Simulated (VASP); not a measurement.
A run of VASP 6.6.1 is set up as follows.

Contents of INCAR:

```
SYSTEM = Al14CN16
  PREC = Accurate
  ENCUT = 520
  EDIFF = 1E-6
  ISMEAR = 0
  SIGMA = 0.01
  LREAL = Auto
  LASPH = .TRUE.
  NELM = 200
  ALGO = Normal
  ISIF = 2
  LWAVE = .FALSE.
  LCHARG = .FALSE.
  ISPIN = 2
  MAGMOM = 0 0.01 0.01 0.01 0.21 0.25 0.01 0.01 0 0.24 0 0.01 0 0.01 0 0 0 0 0 0 0 0 0 0 0 0 0 0 0 0 0
  LORBIT = 11
  NUPDOWN = 1.0
  GGA = PE
  NELECT = 127.0
  NBANDS = 88
  GGA_COMPAT = .FALSE.
  ISYM = -1
```

KPOINTS

```
explicit points
1
Reciprocal
  0.25000000   0.25000000   0.25000000 1
```

POSCAR

```
Al14CN16
1.0
    6.2595139128      0.0000000578      0.0000000000
   -3.1297570064      5.4208980350      0.0000000000
    0.0000000000      0.0000000000     10.0348065929
C N Al
1 16 14
Direct
    0.3820590877      0.1184474868      0.2681373472
    0.3611467859      0.1395706895      0.3971626186
    0.1338197546      0.3661381491      0.1784936322
    0.3237135400      0.1755402055      0.9388632874
    0.1619912390      0.3380394387      0.7015805375
    0.3545820366      0.6899725264      0.4406235235
    0.2110800534      0.8875947992      0.1987671726
    0.3318603058      0.6816423146      0.9367591993
    0.1662993504      0.8412885684      0.6849532496
    0.8099750841      0.1455241639      0.4404535057
    0.6122765286      0.2894014106      0.1986357126
    0.8177346464      0.1674855932      0.9368571072
    0.6590006694      0.3338559532      0.6850035909
    0.8364276776      0.6642018235      0.4382074379
    0.6711434219      0.8288023962      0.1871803041
    0.8331194295      0.6661966131      0.9473325265
    0.6685711909      0.8316372849      0.6943655677
    0.3256057596      0.1744495321      0.7471288133
    0.1547838612      0.3447261784      0.9974717366
    0.3398339657      0.6594803699      0.2576328163
    0.1691706108      0.8269411916      0.4946475194
    0.3298961843      0.6695650167      0.7444269386
    0.1756411529      0.8495815813      1.0035788130
    0.8401765754      0.1602791793      0.2574714013
    0.6738046175      0.3313666093      0.4946787514
    0.8304845210      0.1701854574      0.7445214215
    0.6497428245      0.3239457014      1.0034996641
    0.8326352761      0.6676730463      0.2531916045
    0.6705414139      0.8299106414      0.5044181884
    0.8331428361      0.6670079357      0.7515604953
    0.6633090999      0.8362833788      0.9985174954
```

Potentials or basis: VASP PAW PBE potentials, release 64 (C, N, Al).

Launch:

```bash
$ cat potpaw_PBE.64/C/POTCAR potpaw_PBE.64/N/POTCAR potpaw_PBE.64/Al/POTCAR > POTCAR
$ mpirun -np 1 vasp_std > vasp.out
```

Q: What does it give for the largest force?

A: 0.093 eV/Å.

Forces in eV/Å, atoms in the order of the input:
```
C   -0.023  0.029 -0.056
N   -0.010  0.003  0.092
N    0.004  0.005 -0.002
N   -0.006  0.005 -0.003
N   -0.002 -0.002  0.008
N    0.015 -0.022 -0.001
N    0.006 -0.053 -0.027
N    0.003  0.001  0.003
N    0.004 -0.005  0.007
N   -0.003 -0.011 -0.006
N    0.021  0.029 -0.032
N    0.001  0.005  0.006
N    0.002 -0.002  0.002
N    0.005  0.009  0.004
N   -0.003 -0.007 -0.002
N    0.005 -0.005  0.016
N   -0.001  0.000  0.007
Al  -0.013  0.005 -0.018
Al   0.010  0.002 -0.013
Al   0.000 -0.005 -0.026
Al  -0.011 -0.001  0.019
Al  -0.004 -0.004 -0.001
Al  -0.010 -0.002  0.003
Al   0.003 -0.004  0.010
Al   0.006 -0.002  0.005
Al   0.004  0.005 -0.006
Al   0.002  0.009  0.011
Al  -0.005  0.004 -0.003
Al   0.009  0.018  0.011
Al   0.000  0.000 -0.011
Al  -0.006 -0.003  0.003
```

Caveat: the cell carries a net charge on a neutralising background, which shifts energy and pressure; the total moment is fixed, so each spin has its own Fermi level.
